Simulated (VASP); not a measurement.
# Sn in VASP: further runs

The runs below take Sn through single point, with r2SCAN.

All numbers are computed with VASP 6.6.1; they aren't measurements. Logs are shortened: lines on timing, memory, paths and dates and some standing lists are left out, and cuts for length are marked.

### 1 The cell of the first run

Symmetry: Im-3m, No. 229, cubic system. The conventional cell has a = 3.676 Å, b = 3.676 Å, c = 3.676 Å, α = 90.00°, β = 90.00°, γ = 90.00°. Sn (site symmetry m-3m) has 14 Sn at 3.18 to 3.68 Å within 4.2 Å.

This isn't the form of Sn at room conditions, which is tetragonal (white tin).

### 2 Single point, r2SCAN (strain -0.030 along x and y, -0.030 along z)

POSCAR

```
Sn
1.0
   -1.8378122646      1.8378122646      1.8378122646
    1.8378122646     -1.8378122646      1.8378122646
    1.8378122646      1.8378122646     -1.8378122646
Sn
1
Direct
    0.0000000000      0.0000000000      0.0000000000
```

INCAR.step1

```
SYSTEM = Sn
PREC = Accurate
ENCUT = 520
ISMEAR = 0
SIGMA = 0.15
LREAL = .False.
LASPH = .True.
NELM = 100
NBANDS = 13
GGA = PE
ALGO = Normal
EDIFF = 1E-4
LWAVE = .True.
LCHARG = .False.
```

INCAR.step2

```
SYSTEM = Sn
PREC = Accurate
ENCUT = 520
EDIFF = 1E-6
ISMEAR = 0
SIGMA = 0.15
LREAL = .False.
LASPH = .True.
NELM = 100
ALGO = Normal
ISIF = 2
LWAVE = .False.
LCHARG = .True.
METAGGA = R2SCAN
LMIXTAU = .True.
LELF = .True.
LVHAR = .True.
NBANDS = 13
ISTART = 1
```

KPOINTS

```
regular mesh
0
Gamma
  18 18 18
  0 0 0
```

Potentials or basis: VASP PAW PBE potentials, release 64 (Sn_d).

Command:

```console
cat potpaw_PBE.64/Sn_d/POTCAR > POTCAR
cp INCAR.step1 INCAR
mpirun -np 1 vasp_std > vasp.out
cp INCAR.step2 INCAR
mpirun -np 1 vasp_std > vasp.out
```

OUTCAR:

```text
SYSTEM = Sn
   PREC = Accurate
   ENCUT = 520
   EDIFF = 1E-6
   ISMEAR = 0
   LREAL = .False.
   LASPH = .True.
   NELM = 100
   ISIF = 2
   METAGGA = R2SCAN
   ISTART = 1

 ion  position               nearest neighbor table
   1  0.000  0.000  0.000-

  LATTYP: Found a body centered cubic cell.
 ALAT       =     3.6756245292

  Lattice vectors:

 A1 = (  -1.8378122646,   1.8378122646,   1.8378122646)
 A2 = (   1.8378122646,  -1.8378122646,   1.8378122646)
 A3 = (   1.8378122646,   1.8378122646,  -1.8378122646)

Analysis of symmetry for initial positions (statically):
=====================================================================
 Subroutine PRICEL returns:
 Original cell was already a primitive cell.

 Routine SETGRP: Setting up the symmetry group for a
 body centered cubic supercell.

 Subroutine GETGRP returns: Found 48 space group operations
 (whereof 48 operations were pure point group operations)
 out of a pool of 48 trial point group operations.

The static configuration has the point symmetry O_h .

Analysis of symmetry for dynamics (positions and initial velocities):
=====================================================================
 Subroutine PRICEL returns:
 Original cell was already a primitive cell.

 Routine SETGRP: Setting up the symmetry group for a
 body centered cubic supercell.

 Subroutine GETGRP returns: Found 48 space group operations
 (whereof 48 operations were pure point group operations)
 out of a pool of 48 trial point group operations.

The dynamic configuration has the point symmetry O_h .

 Subroutine INISYM returns: Found 48 space group operations
 (whereof 48 operations are pure point group operations),
 and found     1 'primitive' translations

----------------------------------------------------------------------------------------

                                     Primitive cell

  volume of cell :      24.8292

  direct lattice vectors                    reciprocal lattice vectors
    -1.837812265  1.837812265  1.837812265     0.000000000  0.272062609  0.272062609
     1.837812265 -1.837812265  1.837812265     0.272062609  0.000000000  0.272062609
     1.837812265  1.837812265 -1.837812265     0.272062609  0.272062609  0.000000000

  length of vectors
     3.183184217  3.183184217  3.183184217     0.384754632  0.384754632  0.384754632

  position of ions in fractional coordinates (direct lattice)
     0.000000000  0.000000000  0.000000000

  ion indices of the primitive-cell ions
   primitive index   ion index
                 1           1

----------------------------------------------------------------------------------------

 KPOINTS: regular mesh

Automatic generation of k-mesh.
 Grid dimensions read from file:
 generate k-points for:   18   18   18

 Generating k-lattice:

  Cartesian coordinates                     Fractional coordinates (reciprocal lattice)
     0.000000000  0.015114589  0.015114589     0.055555556  0.000000000  0.000000000
     0.015114589  0.000000000  0.015114589     0.000000000  0.055555556  0.000000000
     0.015114589  0.015114589  0.000000000     0.000000000  0.000000000  0.055555556

  Length of vectors
     0.021375257  0.021375257  0.021375257

  Shift w.r.t. Gamma in fractional coordinates (k-lattice)
     0.000000000  0.000000000  0.000000000

 Subroutine IBZKPT returns following result:
 ===========================================

 Found    195 irreducible k-points:

 Following reciprocal coordinates:
            Coordinates               Weight
  0.000000  0.000000  0.000000      1.000000
  0.055556  0.000000  0.000000     12.000000
  0.111111  0.000000  0.000000     12.000000
  0.166667  0.000000  0.000000     12.000000
  0.222222  0.000000  0.000000     12.000000
  0.277778  0.000000  0.000000     12.000000
[... 16 lines left out ...]
  0.333333  0.111111  0.000000     48.000000
  0.388889  0.111111  0.000000     48.000000
 [... further k-points ...]
   k-points           NKPTS =    195   k-points in BZ     NKDIM =    195   number of bands    NBANDS=     13
   number of dos      NEDOS =    301   number of ions     NIONS =      1
   total plane-waves  NPLWV =  13824
   dimension x,y,z NGX =    24 NGY =   24 NGZ =   24
   dimension x,y,z NGXF=    48 NGYF=   48 NGZF=   48
   ions per type =               1
   NGX,Y,Z   is equivalent  to a cutoff of  12.53, 12.53, 12.53 a.u.
   NGXF,Y,Z  is equivalent  to a cutoff of  25.07, 25.07, 25.07 a.u.
 SYSTEM =  Sn
   PREC   = accura    normal or accurate (medium, high low for compatibility)
   ISTART =      1    job   : 0-new  1-cont  2-samecut
   ICHARG =      0    charge: 1-file 2-atom 10-const
   ISPIN  =      1    spin polarized calculation?
   LNONCOLLINEAR =      F non collinear calculations
   LSORBIT =      F    spin-orbit coupling
   LASPH  =      T    aspherical Exc in radial PAW
   ENCUT  =  520.0 eV  38.22 Ry    6.18 a.u.   5.92  5.92  5.92*2*pi/ulx,y,z
   NELM   =    100;   NELMIN=  2; NELMDL=  0     # of ELM steps
   EDIFF  = 0.1E-05   stopping-criterion for ELM
   LREAL  =      F    real-space projection
   EDIFFG = 0.1E-04   stopping-criterion for IOM
   NSW    =      0    number of steps for IOM
   IBRION =     -1    ionic relax: 0-MD 1-quasi-New 2-CG
   NFREE  =      0    steps in history (QN), initial steepest desc. (CG)
   ISIF   =      2    stress and relaxation
   ISYM   =      2    0-nonsym 1-usesym 2-fastsym
   POTIM  = 0.5000    time-step for ionic-motion
   TEBEG  =    0.0;   TEEND  =   0.0 temperature during run
   PSTRESS=    0.0 pullay stress
   NELECT =      14.0000    total number of electrons
   NUPDOWN=      -1.0000    fix difference up-down
   EMIN   =  10.00;   EMAX   =-10.00  energy-range for DOS
   EFERMI =   0.00;   METHOD = LEGACY
   ISMEAR =     0;   SIGMA  =   0.15  broadening in eV -4-tet -1-fermi 0-gaus
   EFERMI_NEDOS =   21; number of points for ismear=-14 and -15
   IALGO  =     38    algorithm
   IMIX   =      4    mixing-type and parameters
     AMIX     =   0.40;   BMIX     =  1.00
     AMIX_MAG =   1.60;   BMIX_MAG =  1.00
  volume/ion in A,a.u.               =      24.83       167.56
  Fermi-wavevector in a.u.,A,eV,Ry     =   1.352476  2.555810 24.887674  1.829192
  Thomas-Fermi vector in A             =   2.479812
   LORBIT       =      0    0 simple, 1 ext, 2 COOP (PROOUT), +10 PAW based schemes
   METAGGA = R2SCAN    functional components
   LHFCALC =     F    Hartree Fock is set to
   AEXX    =    0.0000 exact exchange contribution
   IVDW    =     0    specifies the selected vdW correction
   LEPSILON=     F    determine dielectric tensor
   LRPA    =     F    only Hartree local field effects (RPA)
 non-spin polarized calculation
 Gauss-broadening in eV      SIGMA  =   0.15
  energy-cutoff  :      520.00
  volume of cell :       24.83
 maximum number of plane-waves:       682
   NGX = 11   NGY = 11   NGZ = 11

 number of electron      14.0000007 magnetization

 Free energy of the ion-electron system (eV)
  ---------------------------------------------------
  ext. energy  EPLUGINS =         0.00000000
  ---------------------------------------------------
  free energy    TOTEN  =       -24.46873061 eV

  energy without entropy =      -24.46093379  energy(sigma->0) =      -24.46483220

 E-fermi :   9.1971     XC(G=0): -11.7593

 val. band max:        9.1883853075   @ k =  -0.3889   0.3889   0.3889
 cond. band min:       9.2119798634   @ k =  -0.3889  -0.4444   0.0556
 fundamental gap:      0.0235945558
 Fermi energy:         9.1970746001

 k-point     1 :       0.0000    0.0000    0.0000
  band No.  band energies     occupation
      1     -13.1543      2.00000
      2     -13.1542      2.00000
      3     -13.1542      2.00000
      4     -12.9552      2.00000
      5     -12.9552      2.00000
      6      -3.1910      2.00000
      7      18.5581      0.00000
      8      18.5581      0.00000
      9      18.5581      0.00000
     10      22.2461      0.00000
     11      22.2462      0.00000
     12      22.2462      0.00000
     13      23.1278      0.00000

 k-point     2 :       0.0556    0.0000    0.0000
  band No.  band energies     occupation
      1     -13.1563      2.00000
      2     -13.1515      2.00000
      3     -13.1450      2.00000
      4     -12.9575      2.00000
      5     -12.9555      2.00000
      6      -3.1142      2.00000
      7      17.8248      0.00000
      8      18.1867      0.00000
      9      18.4395      0.00000
     10      21.4022      0.00000
     11      21.6163      0.00000
     12      22.0961      0.00000
     13      23.5945      0.00000

 k-point     3 :       0.1111    0.0000    0.0000
  band No.  band energies     occupation
      1     -13.1622      2.00000
      2     -13.1440      2.00000
      3     -13.1183      2.00000
      4     -12.9638      2.00000
      5     -12.9563      2.00000
      6      -2.8835      2.00000
      7      16.1087      0.00000
      8      17.3610      0.00000
      9      18.0905      0.00000
     10      20.5939      0.00000
     11      20.8036      0.00000
     12      21.9613      0.00000
     13      24.1388      0.00000
[... 305 lines left out ...]
 k-point    23 :       0.3333    0.1111    0.0000
  band No.  band energies     occupation
      1     -13.1999      2.00000
      2     -13.1216      2.00000
      3     -12.9790      2.00000
      4     -12.9677      2.00000
      5     -12.8851      2.00000
      6       0.8087      2.00000
      7       6.6391      2.00000
      8      12.0034      0.00000
      9      14.7153      0.00000
     10      19.0299      0.00000
     11      21.0478      0.00000
     12      23.4763      0.00000
     13      27.0286      0.00000

 k-point    24 :       0.3889    0.1111    0.0000
  band No.  band energies     occupation
      1     -13.2051      2.00000
      2     -13.1246      2.00000
      3     -12.9731      2.00000
      4     -12.9689      2.00000
      5     -12.8624      2.00000
      6       1.8869      2.00000
      7       5.1279      2.00000
      8      11.7367      0.00000
      9      14.5011      0.00000
     10      18.8769      0.00000
     11      20.9333      0.00000
     12      24.3583      0.00000
     13      26.3541      0.00000

 [... further k-points ...]

------------------------ aborting loop because EDIFF is reached ----------------------------------------

  FORCE on cell =-STRESS in cart. coord.  units (eV):
  Direction    XX          YY          ZZ          XY          YZ          ZX
  --------------------------------------------------------------------------------------
  -------------------------------------------------------------------------------------
  Total        0.8162206      0.8162206      0.8162206      0.0000000     -0.0000000      0.0000000
  in kB       52.6689562     52.6689562     52.6689562      0.0000000     -0.0000000      0.0000000
  external PRESSURE =      52.6689562 kB  Pullay stress =       0.0000000 kB

 VOLUME and BASIS-vectors are now :
 -----------------------------------------------------------------------------
  energy-cutoff  :      520.00
  volume of cell :       24.83
      direct lattice vectors                 reciprocal lattice vectors
    -1.837812265  1.837812265  1.837812265     0.000000000  0.272062609  0.272062609
     1.837812265 -1.837812265  1.837812265     0.272062609  0.000000000  0.272062609
     1.837812265  1.837812265 -1.837812265     0.272062609  0.272062609  0.000000000

 POSITION                                       TOTAL-FORCE (eV/Angst)
 -----------------------------------------------------------------------------------
      0.00000      0.00000      0.00000         0.000000      0.000000     -0.000000
 -----------------------------------------------------------------------------------
    total drift:                               -0.000000      0.000000      0.000000

  FREE ENERGIE OF THE ION-ELECTRON SYSTEM (eV)
  ---------------------------------------------------
  free  energy   TOTEN  =       -24.4687306121 eV

  energy  without entropy=      -24.4609337902  energy(sigma->0) =      -24.46483220
```

Run time: 4.7 min. Hardware: 1 thread of AMD EPYC 7R43 (Zen 3), shared host; peak memory 0.15 GiB.

What came out:

```yaml
Free_energy: -24.4687 eV
Pressure: 5.3 GPa
Band_gap_on_the_k_mesh: zero (bands 7 and 8 overlap by 12.31 eV)
```

Levels at points of the mesh, in eV from the Fermi level:
```csv
k point,band 4,band 5,band 6,band 7,band 8,band 9,band 10,band 11
"(0.00, 0.00, 0.00)",-22.15,-22.15,-12.39,9.36,9.36,9.36,13.05,13.05
"(0.50, 0.00, 0.00)",-22.16,-22.04,-6.76,-5.21,4.08,6.18,8.93,9.11
"(0.50, 0.50, 0.50)",-22.06,-22.06,-1.73,-0.71,-0.71,-0.71,4.11,4.11
```

Caveat: the cell differs from its parent crystal (strain -0.030 along x and y, -0.030 along z); the cell stands under pressure; the PAW data sets were made with another functional, which shifts forces and pressure a little; spin-orbit coupling is left out, which moves the levels of the heavy elements.

### 3 Single point, r2SCAN (strain -0.015 along x and y, -0.015 along z)

POSCAR

```
Sn
1.0
   -1.8662320419      1.8662320419      1.8662320419
    1.8662320419     -1.8662320419      1.8662320419
    1.8662320419      1.8662320419     -1.8662320419
Sn
1
Direct
    0.0000000000      0.0000000000      0.0000000000
```

INCAR.step1

```
ALGO = Normal
EDIFF = 1E-4
ENCUT = 520
GGA = PE
ISMEAR = 0
LASPH = True
LCHARG = False
LREAL = False
LWAVE = True
NBANDS = 13
NELM = 60
PREC = Accurate
SIGMA = 0.15
```

INCAR.step2

```
ALGO = Normal
EDIFF = 1E-6
ENCUT = 520
ISIF = 2
ISMEAR = 0
ISTART = 1
LASPH = True
LCHARG = True
LELF = True
LMIXTAU = True
LREAL = False
LVHAR = True
LWAVE = False
METAGGA = R2SCAN
NBANDS = 13
NELM = 60
PREC = Accurate
SIGMA = 0.15
```

KPOINTS

```
k-points
0
Gamma
  18 18 18
```

Potentials or basis: VASP PAW PBE potentials, release 64 (Sn_d).

Command:

```console
cat potpaw_PBE.64/Sn_d/POTCAR > POTCAR
cp INCAR.step1 INCAR
mpirun -np 1 vasp_std > vasp.out
cp INCAR.step2 INCAR
mpirun -np 1 vasp_std > vasp.out
```

It took 4.8 min on 1 thread of AMD EPYC 7R43 (Zen 3), shared host; peak memory 0.15 GiB.

The run converged. Its results:

* Free energy: -24.4959 eV
* Pressure: 2.2 GPa
* Band gap on the k mesh: zero (bands 7 and 8 overlap by 11.65 eV)

Levels at points of the mesh, in eV from the Fermi level:
```csv
k point,band 3,band 4,band 5,band 6,band 7,band 8,band 9,band 10,band 11,band 12
"(0.00, 0.00, 0.00)",-22.30,-22.13,-22.13,-12.00,8.88,8.88,8.88,12.99,12.99,12.99
"(0.50, 0.00, 0.00)",-22.14,-22.13,-22.02,-6.70,-4.94,3.91,6.02,8.77,8.83,16.36
"(0.50, 0.50, 0.50)",-22.05,-22.05,-22.05,-2.04,-0.65,-0.65,-0.65,4.15,4.15,19.34
```

Caveat: the cell differs from its parent crystal (strain -0.015 along x and y, -0.015 along z); the PAW data sets were made with another functional, which shifts forces and pressure a little; spin-orbit coupling is left out, which moves the levels of the heavy elements.

### 4 Single point, r2SCAN (strain +0.015 along x and y, +0.015 along z)

POSCAR

```
Sn
1.0
   -1.9230715965      1.9230715965      1.9230715965
    1.9230715965     -1.9230715965      1.9230715965
    1.9230715965      1.9230715965     -1.9230715965
Sn
1
Direct
    0.0000000000      0.0000000000      0.0000000000
```

INCAR.step1

```
PREC = Accurate
ENCUT = 520
ISMEAR = 0
SIGMA = 0.15
LREAL = F
LASPH = T
NELM = 60
NBANDS = 13
GGA = PE
ALGO = Normal
EDIFF = 1E-4
LWAVE = T
LCHARG = F
```

INCAR.step2

```
PREC = Accurate
ENCUT = 520
EDIFF = 1E-7
ISMEAR = 0
SIGMA = 0.15
LREAL = F
LASPH = T
NELM = 60
ALGO = Normal
ISIF = 2
LWAVE = F
LCHARG = T
METAGGA = R2SCAN
LMIXTAU = T
LELF = T
LVHAR = T
NBANDS = 13
ISTART = 1
```

KPOINTS

```
Automatic mesh
0
Gamma
  18 18 18
```

Command:

```console
cat potpaw_PBE.64/Sn_d/POTCAR > POTCAR
cp INCAR.step1 INCAR
mpirun -np 1 vasp_std > vasp.out
cp INCAR.step2 INCAR
mpirun -np 1 vasp_std > vasp.out
```

Run time: 6.7 min. Hardware: 1 thread of AMD EPYC 7R43 (Zen 3), shared host; peak memory 0.17 GiB.

Results (log left out):

| Quantity | Value |
| --- | --- |
| Free energy | -24.4924 eV |
| Pressure | -2.4 GPa |
| Band gap on the k mesh | zero (bands 7 and 8 overlap by 10.45 eV) |

Levels at points of the mesh, in eV from the Fermi level:
| k point | band 3 | band 4 | band 5 | band 6 | band 7 | band 8 | band 9 | band 10 | band 11 | band 12 |
| --- | --- | --- | --- | --- | --- | --- | --- | --- | --- | --- |
| (0.00, 0.00, 0.00) | -22.23 | -22.09 | -22.09 | -11.30 | 8.00 | 8.00 | 8.00 | 12.84 | 12.84 | 12.84 |
| (0.50, 0.00, 0.00) | -22.10 | -22.10 | -22.02 | -6.59 | -4.43 | 3.59 | 5.68 | 8.33 | 8.48 | 15.56 |
| (0.50, 0.50, 0.50) | -22.04 | -22.04 | -22.04 | -2.60 | -0.53 | -0.53 | -0.53 | 4.23 | 4.23 | 18.86 |

Caveat: the cell differs from its parent crystal (strain +0.015 along x and y, +0.015 along z); the PAW data sets were made with another functional, which shifts forces and pressure a little; spin-orbit coupling is left out, which moves the levels of the heavy elements.

[end of part 1 of 2]

The gap in the log of VASP goes by the Fermi energy; the results here count the filled bands.